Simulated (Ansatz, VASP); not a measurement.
Given: the input of a run of VASP 6.6.1 on FeO.

The input INCAR:

```
ALGO     = Normal         # electronic algorithm
EDIFF    = 1E-6           # SCF threshold, eV
ENCUT    = 520            # plane-wave cutoff, eV
GGA      = PE             # functional
ISIF     = 2              # what is computed and relaxed
ISMEAR   = -1             # smearing method
ISPIN    = 2              # spin polarisation
LASPH    = T              # aspherical terms in the spheres
LCHARG   = F              # write CHGCAR
LMAXMIX  = 4              # l up to which the mixer works
LORBIT   = 11             # projections on sites
LREAL    = F              # projectors in reciprocal space
LWAVE    = F              # write WAVECAR
MAGMOM   = 4 0            # initial moments
NBANDS   = 18             # bands
NELM     = 150            # most SCF steps
PREC     = Accurate       # precision mode
SIGMA    = 0.05           # smearing width, eV
```

File KPOINTS:

```
k-points
0
Gamma
  11 11 11
```

Contents of POSCAR:

```
FeO
1.0
    0.0000000000      2.1837639411      2.1837639411
    2.1837639411      0.0000000000      2.1837639411
    2.1837639411      2.1837639411      0.0000000000
Fe O
1 1
Direct
    0.0000000000      0.0000000000      0.0000000000
    0.5000000000      0.5000000000      0.5000000000
```

Potentials or basis: VASP PAW PBE potentials, release 64 (Fe, O).

Command:

```console
$ cat potpaw_PBE.64/Fe/POTCAR potpaw_PBE.64/O/POTCAR > POTCAR
$ mpirun -np 1 vasp_std > vasp.out
```

Translate it to Ansatz 0.2.0. Potentials there: all-electron LAPW, scalar-relativistic.

As run (the cutoff follows the program's own potentials):

Contents of input.yaml:

```yaml
crystal:
  lattice:
    - [0.0, 2.1837639411, 2.1837639411]
    - [2.1837639411, 0.0, 2.1837639411]
    - [2.1837639411, 2.1837639411, 0.0]
  atoms:
    - { symbol: Fe, position: [0.0, 0.0, 0.0], spin: 4.0 }
    - { symbol: O, position: [0.5, 0.5, 0.5] }
kpoints:
  mp_grid: { grid: [11, 11, 11] }
scf:
  occupations: { method: fermi_dirac, width: 0.05 }
hamiltonian:
  xc: pbe
  pseudopotentials: { kind: all_electron, lapw: { basis_error: 0.0005 } }
magnetization:
  spin_polarized: true
output:
  forces: true
  stress: true
  eigenvalues: true
```

Potentials or basis: all-electron LAPW, scalar-relativistic.

Command:

```bash
$ ansatz run input.yaml --threads 2 --pin off --max-ram 6144MiB --backend cpu --events-out ev --progress --plain --runs-dir out
```

Both were run:

|  | VASP | Ansatz | Ansatz less VASP |
| --- | --- | --- | --- |
| gap on the k mesh at the Fermi level (eV) | none | none | - |
| pressure (GPa) | -6.9 | -6.9 | +0.02 |
| net moment per atom (μB) | 2.00 | 2.00 | +0.001 |
| size of the moment on the site where the two differ most (μB) | 0.29 | 0.31 | +0.019 |

Site moments also hang on the region over which each program counts them. A gap of «none» marks a metal or a gap that the smearing closes. Ansatz ran all-electron here, and VASP with PAW potentials.
